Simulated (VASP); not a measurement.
A run of VASP 6.6.1 is set up as follows.

INCAR

```
SYSTEM = Te
PREC = Accurate ; ENCUT = 520
EDIFF = 1E-7 ; ISMEAR = -1
SIGMA = 0.1 ; LREAL = .FALSE.
LASPH = .TRUE. ; NELM = 60
ALGO = Normal ; ISIF = 2
LWAVE = .FALSE. ; LCHARG = .FALSE.
GGA = PS ; NBANDS = 9
```

Contents of KPOINTS:

```
regular mesh
0
G
  15 15 15
  0 0 0
```

File POSCAR:

```
Te
1.0
   -1.7718794827      1.7718794827      1.7718794827
    1.7718794827     -1.7718794827      1.7718794827
    1.7718794827      1.7718794827     -1.7718794827
Te
1
Direct
    0.0000000000      0.0000000000      0.0000000000
```

Potentials or basis: VASP PAW PBE potentials, release 64 (Te).

The run is started by

```console
$ cat potpaw_PBE.64/Te/POTCAR > POTCAR
$ mpirun -np 1 vasp_std > vasp.out
```

(1) Estimate the pressure.

(2) Estimate the band gap on the k mesh.

Results:

(1) 20.1 GPa.

(2) zero (bands 3 and 4 overlap by 8.38 eV).

Caveat: the cell stands under pressure; the PAW data sets were made with another functional, which shifts forces and pressure a little; spin-orbit coupling is left out, which moves the levels of the heavy elements.
